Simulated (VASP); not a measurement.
CdTe:

```
CELL_PARAMETERS angstrom
0.00000 3.27996 3.27996
3.27996 0.00000 3.27996
3.27996 3.27996 0.00000
ATOMIC_POSITIONS crystal
Cd 0.00000 0.00000 0.00000
Te 0.25000 0.25000 0.25000
```

Base run:

| Quantity | Value |
| --- | --- |
| Program | VASP 6.6.1 |
| Functional | PBE |
| Potentials or basis | VASP PAW PBE potentials, release 64 (Cd, Te) |
| Cutoff | 520 eV |
| k mesh | 6 × 6 × 6 |
| Occupations | fermi-dirac, width 0.02 eV |
| Spin | no spin polarisation |

Its results: band gap on the k mesh 0.66 eV, direct; pressure 1.1 GPa.

Question: The run is repeated on the same cell with these changes: functional from PBE to r2SCAN; occupations from fermi-dirac, width 0.02 eV to gaussian, width 0.01 eV. What comes out?

Answer: Band gap on the k mesh 1.15 eV, direct; pressure 0.1 GPa.

Caveats: spin-orbit coupling is left out, which moves the levels of the heavy elements; the PAW data sets were made with another functional, which shifts forces and pressure a little (some runs).

